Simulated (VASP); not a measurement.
# WS2 (R3m) in VASP: further runs

WS2 is run at these levels: r2SCAN; tasks: single point.

All numbers are computed with VASP 6.6.1; they aren't measurements. Logs are shortened: lines on timing, memory, paths and dates and some standing lists are left out, and cuts for length are marked.

### 1 The cell of the first run

It takes space group R3m (No. 160, trigonal). The conventional cell has a = 3.253 Å, b = 3.253 Å, c = 18.490 Å, α = 90.00°, β = 90.00°, γ = 120.00°. W (site symmetry 3m) has 6 S at 2.43 to 2.46 Å within 3.2 Å. S (site symmetry 3m) has 3 W at 2.43 Å and 1 S at 3.13 Å within 3.2 Å. S (site symmetry 3m) has 3 W at 2.46 Å and 1 S at 3.13 Å within 3.2 Å.

### 2 Single point, r2SCAN (strain +0.030 along x and y, +0.000 along z)

Input file POSCAR:

```
WS2
1.0
    1.6263703958      0.9389853858      6.1633300000
   -1.6263703958      0.9389853858      6.1633300000
    0.0000000000     -1.8779707716      6.1633300000
W S
1 2
Direct
    0.0000000000      0.0000000000      0.0000000000
    0.7503000000      0.7503000000      0.7503000000
    0.5810000000      0.5810000000      0.5810000000
```

Input file INCAR.step1:

```
PREC = Accurate
ENCUT = 520
ISMEAR = 0
SIGMA = 0.05
LREAL = False
LASPH = True
NELM = 60
NBANDS = 20
GGA = PE
ALGO = Normal
EDIFF = 1E-4
LWAVE = True
LCHARG = False
```

Input file INCAR.step2:

```
PREC = Accurate
ENCUT = 520
EDIFF = 1E-6
ISMEAR = 0
SIGMA = 0.05
LREAL = False
LASPH = True
NELM = 60
ALGO = Normal
ISIF = 2
LWAVE = False
LCHARG = True
METAGGA = R2SCAN
LMIXTAU = True
LELF = True
LVHAR = True
NBANDS = 20
ISTART = 1
```

Input file KPOINTS:

```
Automatic mesh
0
Gamma
  12 12 12
```

Potentials or basis: VASP PAW PBE potentials, release 64 (W_sv, S).

The run is started by

```console
$ cat potpaw_PBE.64/W_sv/POTCAR potpaw_PBE.64/S/POTCAR > POTCAR
$ cp INCAR.step1 INCAR
$ mpirun -np 1 vasp_std > vasp.out
$ cp INCAR.step2 INCAR
$ mpirun -np 1 vasp_std > vasp.out
```

OUTCAR:

```text
PREC = Accurate
   ENCUT = 520
   EDIFF = 1E-6
   ISMEAR = 0
   LREAL = False
   LASPH = True
   NELM = 60
   ISIF = 2
   METAGGA = R2SCAN
   ISTART = 1

 ion  position               nearest neighbor table
   1  0.000  0.000  0.000-   2 2.43   2 2.43   2 2.43   3 2.46   3 2.46   3 2.46
   2  0.750  0.750  0.750-   1 2.43   1 2.43   1 2.43
   3  0.581  0.581  0.581-   1 2.46   1 2.46   1 2.46

  LATTYP: Found a trigonal (rhomboedric) cell.
 ALAT       =     6.4430901676
 COS(alpha) =     0.8725674134

  Lattice vectors:

 A1 = (   1.6263703958,   0.9389853858,   6.1633300000)
 A2 = (  -1.6263703958,   0.9389853858,   6.1633300000)
 A3 = (   0.0000000000,  -1.8779707716,   6.1633300000)

Analysis of symmetry for initial positions (statically):
=====================================================================
 Subroutine PRICEL returns:
 Original cell was already a primitive cell.

 Routine SETGRP: Setting up the symmetry group for a
 trigonal (rhombohedral) supercell.

 Subroutine GETGRP returns: Found  6 space group operations
 (whereof  6 operations were pure point group operations)
 out of a pool of 12 trial point group operations.

The static configuration has the point symmetry C_3v.

Analysis of symmetry for dynamics (positions and initial velocities):
=====================================================================
 Subroutine PRICEL returns:
 Original cell was already a primitive cell.

 Routine SETGRP: Setting up the symmetry group for a
 trigonal (rhombohedral) supercell.

 Subroutine GETGRP returns: Found  6 space group operations
 (whereof  6 operations were pure point group operations)
 out of a pool of 12 trial point group operations.

The dynamic configuration has the point symmetry C_3v.

 Subroutine INISYM returns: Found  6 space group operations
 (whereof  6 operations are pure point group operations),
 and found     1 'primitive' translations

----------------------------------------------------------------------------------------

                                     Primitive cell

  volume of cell :      56.4735

  direct lattice vectors                    reciprocal lattice vectors
     1.626370396  0.938985386  6.163330000     0.307433043  0.177496550  0.054083318
    -1.626370396  0.938985386  6.163330000    -0.307433043  0.177496550  0.054083318
     0.000000000 -1.877970772  6.163330000     0.000000000 -0.354993100  0.054083318

  length of vectors
     6.443090168  6.443090168  6.443090168     0.359089274  0.359089274  0.359089274

  position of ions in fractional coordinates (direct lattice)
     0.000000000  0.000000000  0.000000000
     0.750300000  0.750300000  0.750300000
     0.581000000  0.581000000  0.581000000

  ion indices of the primitive-cell ions
   primitive index   ion index
                 1           1
                 2           2
                 3           3

----------------------------------------------------------------------------------------

 KPOINTS: Automatic mesh

Automatic generation of k-mesh.
 Grid dimensions read from file:
 generate k-points for:   12   12   12

 Generating k-lattice:

  Cartesian coordinates                     Fractional coordinates (reciprocal lattice)
     0.025619420  0.014791379  0.004506943     0.083333333  0.000000000  0.000000000
    -0.025619420  0.014791379  0.004506943     0.000000000  0.083333333  0.000000000
     0.000000000 -0.029582758  0.004506943     0.000000000  0.000000000  0.083333333

  Length of vectors
     0.029924106  0.029924106  0.029924106

  Shift w.r.t. Gamma in fractional coordinates (k-lattice)
     0.000000000  0.000000000  0.000000000

 Subroutine IBZKPT returns following result:
 ===========================================

 Found    189 irreducible k-points:

 Following reciprocal coordinates:
            Coordinates               Weight
  0.000000  0.000000  0.000000      1.000000
  0.083333 -0.000000  0.000000      6.000000
  0.166667 -0.000000  0.000000      6.000000
  0.250000  0.000000  0.000000      6.000000
  0.333333  0.000000  0.000000      6.000000
  0.416667  0.000000  0.000000      6.000000
[... 16 lines left out ...]
  0.500000  0.166667 -0.000000     12.000000
 -0.416667  0.166667 -0.000000     12.000000
 [... further k-points ...]
   k-points           NKPTS =    189   k-points in BZ     NKDIM =    189   number of bands    NBANDS=     20
   number of dos      NEDOS =    301   number of ions     NIONS =      3
   total plane-waves  NPLWV = 110592
   dimension x,y,z NGX =    48 NGY =   48 NGZ =   48
   dimension x,y,z NGXF=    96 NGYF=   96 NGZF=   96
   ions per type =               1   2
   NGX,Y,Z   is equivalent  to a cutoff of  12.39, 12.39, 12.39 a.u.
   NGXF,Y,Z  is equivalent  to a cutoff of  24.77, 24.77, 24.77 a.u.
 SYSTEM =  unknown system
   PREC   = accura    normal or accurate (medium, high low for compatibility)
   ISTART =      1    job   : 0-new  1-cont  2-samecut
   ICHARG =      0    charge: 1-file 2-atom 10-const
   ISPIN  =      1    spin polarized calculation?
   LNONCOLLINEAR =      F non collinear calculations
   LSORBIT =      F    spin-orbit coupling
   LASPH  =      T    aspherical Exc in radial PAW
   ENCUT  =  520.0 eV  38.22 Ry    6.18 a.u.  11.98 11.98 11.98*2*pi/ulx,y,z
   NELM   =     60;   NELMIN=  2; NELMDL=  0     # of ELM steps
   EDIFF  = 0.1E-05   stopping-criterion for ELM
   LREAL  =      F    real-space projection
   EDIFFG = 0.1E-04   stopping-criterion for IOM
   NSW    =      0    number of steps for IOM
   IBRION =     -1    ionic relax: 0-MD 1-quasi-New 2-CG
   NFREE  =      0    steps in history (QN), initial steepest desc. (CG)
   ISIF   =      2    stress and relaxation
   ISYM   =      2    0-nonsym 1-usesym 2-fastsym
   POTIM  = 0.5000    time-step for ionic-motion
   TEBEG  =    0.0;   TEEND  =   0.0 temperature during run
   PSTRESS=    0.0 pullay stress
   NELECT =      26.0000    total number of electrons
   NUPDOWN=      -1.0000    fix difference up-down
   EMIN   =  10.00;   EMAX   =-10.00  energy-range for DOS
   EFERMI =   0.00;   METHOD = LEGACY
   ISMEAR =     0;   SIGMA  =   0.05  broadening in eV -4-tet -1-fermi 0-gaus
   EFERMI_NEDOS =   21; number of points for ismear=-14 and -15
   IALGO  =     38    algorithm
   IMIX   =      4    mixing-type and parameters
     AMIX     =   0.40;   BMIX     =  1.00
     AMIX_MAG =   1.60;   BMIX_MAG =  1.00
  volume/ion in A,a.u.               =      18.82       127.03
  Fermi-wavevector in a.u.,A,eV,Ry     =   1.264108  2.388818 21.741700  1.597970
  Thomas-Fermi vector in A             =   2.397431
   LORBIT       =      0    0 simple, 1 ext, 2 COOP (PROOUT), +10 PAW based schemes
   METAGGA = R2SCAN    functional components
   LHFCALC =     F    Hartree Fock is set to
   AEXX    =    0.0000 exact exchange contribution
   IVDW    =     0    specifies the selected vdW correction
   LEPSILON=     F    determine dielectric tensor
   LRPA    =     F    only Hartree local field effects (RPA)
 non-spin polarized calculation
 Gauss-broadening in eV      SIGMA  =   0.05
  energy-cutoff  :      520.00
  volume of cell :       56.47
 maximum number of plane-waves:      1548
   NGX = 23   NGY = 23   NGZ = 23

 number of electron      26.0000001 magnetization

 Free energy of the ion-electron system (eV)
  ---------------------------------------------------
  ext. energy  EPLUGINS =         0.00000000
  ---------------------------------------------------
  free energy    TOTEN  =       -69.99854685 eV

  energy without entropy =      -69.99854685  energy(sigma->0) =      -69.99854685

 E-fermi :   7.1377     XC(G=0): -11.3518

 val. band max:        6.7775694912   @ k =   0.5000   0.5000   0.5000
 cond. band min:       7.6744952242   @ k =  -0.1667   0.5000   0.1667
 fundamental gap:      0.8969257330
 Fermi energy:         7.1377215567

 k-point     1 :       0.0000    0.0000    0.0000
  band No.  band energies     occupation
      1     -70.0990      2.00000
      2     -33.6248      2.00000
      3     -33.5351      2.00000
      4     -33.5351      2.00000
      5      -9.3196      2.00000
      6      -7.3589      2.00000
[... 12 lines left out ...]
     19      14.7719      0.00000
     20      15.7146      0.00000

 k-point     2 :       0.0833   -0.0000    0.0000
  band No.  band energies     occupation
      1     -70.0981      2.00000
      2     -33.6214      2.00000
      3     -33.5541      2.00000
      4     -33.5396      2.00000
      5      -9.2101      2.00000
      6      -7.3291      2.00000
[... 12 lines left out ...]
     19      15.2088      0.00000
     20      15.7456      0.00000

 k-point     3 :       0.1667   -0.0000    0.0000
  band No.  band energies     occupation
      1     -70.0956      2.00000
      2     -33.6121      2.00000
      3     -33.6057      2.00000
      4     -33.5517      2.00000
      5      -8.8983      2.00000
      6      -7.2441      2.00000
[... 12 lines left out ...]
     19      15.4568      0.00000
     20      16.0580      0.00000

 k-point     4 :       0.2500    0.0000    0.0000
  band No.  band energies     occupation
      1     -70.0922      2.00000
      2     -33.6755      2.00000
      3     -33.5992      2.00000
      4     -33.5682      2.00000
      5      -8.4349      2.00000
      6      -7.1189      2.00000
[... 12 lines left out ...]
     19      15.0545      0.00000
     20      15.5829      0.00000

 k-point     5 :       0.3333    0.0000    0.0000
  band No.  band energies     occupation
      1     -70.0887      2.00000
      2     -33.7445      2.00000
      3     -33.5864      2.00000
      4     -33.5847      2.00000
      5      -7.9121      2.00000
      6      -6.9816      2.00000
[... 12 lines left out ...]
     19      14.2734      0.00000
     20      14.7678      0.00000
[... 353 lines left out ...]
      6      -7.0922      2.00000
[... 12 lines left out ...]
     19      15.1494      0.00000
     20      15.8104      0.00000

 k-point    22 :       0.4167    0.1667    0.0000
  band No.  band energies     occupation
      1     -70.0875      2.00000
      2     -33.7444      2.00000
      3     -33.6164      2.00000
      4     -33.5817      2.00000
      5      -7.6825      2.00000
      6      -6.9563      2.00000
[... 12 lines left out ...]
     19      14.9577      0.00000
     20      15.4844      0.00000

 k-point    23 :       0.5000    0.1667   -0.0000
  band No.  band energies     occupation
      1     -70.0853      2.00000
      2     -33.7779      2.00000
      3     -33.6368      2.00000
      4     -33.5735      2.00000
      5      -7.2991      2.00000
      6      -6.8389      2.00000
[... 12 lines left out ...]
     19      14.9746      0.00000
     20      15.3037      0.00000

 k-point    24 :      -0.4167    0.1667   -0.0000
  band No.  band energies     occupation
      1     -70.0845      2.00000
      2     -33.7900      2.00000
      3     -33.6444      2.00000
      4     -33.5705      2.00000
      5      -7.1567      2.00000
      6      -6.7831      2.00000
[... 12 lines left out ...]
     19      15.1033      0.00000
     20      15.2983      0.00000

 [... further k-points ...]
[... 5 lines left out ...]
  --------------------------------------------------------------------------------------
  -------------------------------------------------------------------------------------
  Total       -2.6381499     -2.6381499     -1.3860659     -0.0000000      0.0000000      0.0000000
  in kB      -74.8453953    -74.8453953    -39.3232580     -0.0000000      0.0000000      0.0000000
  external PRESSURE =     -63.0046829 kB  Pullay stress =       0.0000000 kB

 VOLUME and BASIS-vectors are now :
 -----------------------------------------------------------------------------
  energy-cutoff  :      520.00
  volume of cell :       56.47
      direct lattice vectors                 reciprocal lattice vectors
     1.626370396  0.938985386  6.163330000     0.307433043  0.177496550  0.054083318
    -1.626370396  0.938985386  6.163330000    -0.307433043  0.177496550  0.054083318
     0.000000000 -1.877970772  6.163330000     0.000000000 -0.354993100  0.054083318

 POSITION                                       TOTAL-FORCE (eV/Angst)
 -----------------------------------------------------------------------------------
      0.00000      0.00000      0.00000         0.000000      0.000000     -0.539677
      0.00000      0.00000     13.87304         0.000000     -0.000000     -0.367415
      0.00000      0.00000     10.74268         0.000000      0.000000      0.907092
 -----------------------------------------------------------------------------------
    total drift:                                0.000000      0.000000      0.000298

  FREE ENERGIE OF THE ION-ELECTRON SYSTEM (eV)
  ---------------------------------------------------
  free  energy   TOTEN  =       -69.9985468453 eV

  energy  without entropy=      -69.9985468453  energy(sigma->0) =      -69.99854685
```

Wall time 26 min (1 thread of Intel Xeon Platinum 8259CL at 2.50GHz (Skylake/Cascade Lake), shared host); peak memory 0.48 GiB.

Results:

| Item | Value |
| --- | --- |
| Free energy | -69.9985 eV |
| Pressure | -6.3 GPa |
| Largest force | 0.907 eV/Å |
| Band gap on the k mesh | 0.90 eV, indirect (least direct gap 1.70 eV) |

Forces on the atoms (eV/Å):
```
W    0.000  0.000 -0.540
S    0.000  0.000 -0.367
S    0.000  0.000  0.907
```

Caveat: the cell differs from its parent crystal (strain +0.030 along x and y, +0.000 along z); the PAW data sets were made with another functional, which shifts forces and pressure a little; spin-orbit coupling is left out, which moves the levels of the heavy elements. A k mesh can miss the band edges.

### 3 Single point, r2SCAN (strain +0.030 along x and y, +0.030 along z)

Input file POSCAR:

```
WS2
1.0
    1.6263703958      0.9389853858      6.3482299000
   -1.6263703958      0.9389853858      6.3482299000
    0.0000000000     -1.8779707716      6.3482299000
W S
1 2
Direct
    0.0000000000      0.0000000000      0.0000000000
    0.7503000000      0.7503000000      0.7503000000
    0.5810000000      0.5810000000      0.5810000000
```

Input file INCAR.step1:

```
PREC = Accurate
ENCUT = 520
ISMEAR = 0
SIGMA = 0.05
LREAL = F
LASPH = T
NELM = 100
NBANDS = 20
GGA = PE
ALGO = Normal
EDIFF = 1E-4
LWAVE = T
LCHARG = F
```

Input file INCAR.step2:

```
PREC = Accurate
ENCUT = 520
EDIFF = 1E-6
ISMEAR = 0
SIGMA = 0.05
LREAL = F
LASPH = T
NELM = 100
ALGO = Normal
ISIF = 2
LWAVE = F
LCHARG = F
METAGGA = R2SCAN
LMIXTAU = T
NBANDS = 20
ISTART = 1
```

KPOINTS is that of step 2.

Potentials or basis: VASP PAW PBE potentials, release 64 (W_sv, S).

The run is started by

```console
$ cat potpaw_PBE.64/W_sv/POTCAR potpaw_PBE.64/S/POTCAR > POTCAR
$ cp INCAR.step1 INCAR
$ mpirun -np 1 vasp_std > vasp.out
$ cp INCAR.step2 INCAR
$ mpirun -np 1 vasp_std > vasp.out
```

It took 40 min on 1 thread of Intel Xeon Platinum 8259CL at 2.50GHz (Skylake/Cascade Lake), shared host; peak memory 0.51 GiB.

It converged, with:

* Free energy: -69.9152 eV
* Pressure: -10.4 GPa
* Largest force: 1.686 eV/Å
* Band gap on the k mesh: 1.19 eV, indirect (least direct gap 1.80 eV)

Forces in eV/Å, atoms in the order of the input:
```
W    0.000  0.000 -0.503
S    0.000  0.000 -1.182
S    0.000  0.000  1.686
```

Stress tensor (GPa, compression positive):
```
 -9.64   0.00   0.00
  0.00  -9.64   0.00
  0.00   0.00 -11.78
```

Levels at points of the mesh, in eV from the valence-band top:
| k point | band 9 | band 10 | band 11 | band 12 | band 13 | band 14 | band 15 | band 16 | band 17 | band 18 |
| --- | --- | --- | --- | --- | --- | --- | --- | --- | --- | --- |
| (0.00, 0.00, 0.00) | -3.31 | -2.19 | -2.19 | -1.60 | -0.95 | 2.21 | 2.21 | 2.42 | 2.42 | 4.80 |
| (0.50, 0.00, 0.00) | -5.04 | -3.93 | -2.56 | -1.85 | -1.54 | 2.22 | 2.53 | 3.73 | 3.76 | 4.62 |
| (0.50, 0.50, 0.00) | -4.75 | -3.85 | -3.07 | -2.03 | -1.41 | 2.18 | 2.62 | 3.35 | 4.15 | 5.22 |
| (0.50, 0.50, 0.50) | -3.33 | -3.33 | -2.16 | -2.16 | 0.00 | 2.24 | 2.24 | 2.36 | 2.36 | 5.18 |

Caveat: the cell differs from its parent crystal (strain +0.030 along x and y, +0.030 along z); the PAW data sets were made with another functional, which shifts forces and pressure a little; spin-orbit coupling is left out, which moves the levels of the heavy elements.
